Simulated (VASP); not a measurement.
Here is a VASP 6.6.1 calculation.

The input INCAR:

```
SYSTEM = Zn2Si3N
PREC = Accurate
ENCUT = 520
EDIFF = 1E-7
ISMEAR = 0
SIGMA = 0.1
LREAL = .FALSE.
LASPH = .TRUE.
NELM = 60
ALGO = Normal
ISIF = 2
LWAVE = .FALSE.
LCHARG = .TRUE.
GGA = PE
LELF = .TRUE.
LVHAR = .TRUE.
NBANDS = 30
```

KPOINTS

```
Automatic mesh
0
G
  6 6 6
  0 0 0
```

POSCAR

```
Zn2Si3N
1.0
    2.8183632285      1.6271827674      3.0491239696
   -2.8183632285      1.6271827674      3.0491239696
    0.0000000000     -3.2543655385      3.0491239675
Zn Si N
2 3 1
Direct
    0.6268480127      0.6268480127      0.6268480127
    0.3731519873      0.3731519873      0.3731519873
    0.0000000000      0.5000000000      0.0000000000
    0.5000000000      0.0000000000      0.0000000000
    0.0000000000      0.0000000000      0.5000000000
    0.0000000000      0.0000000000      0.0000000000
```

Potentials or basis: VASP PAW PBE potentials, release 64 (Zn, Si, N).

The run is started by

```sh
$ cat potpaw_PBE.64/Zn/POTCAR potpaw_PBE.64/Si/POTCAR potpaw_PBE.64/N/POTCAR > POTCAR
$ mpirun -np 1 vasp_std > vasp.out
```

Problem. Estimate the pressure.

Solution. 0.2 GPa.

Problem. What does it give for the largest force?

Solution. 0.023 eV/Å.

Forces in eV/Å, atoms in the order of the input:
```
Zn   0.000  0.000  0.023
Zn   0.000  0.000 -0.023
Si   0.000  0.000  0.000
Si   0.000  0.000  0.000
Si   0.000  0.000  0.000
N    0.000  0.000  0.000
```
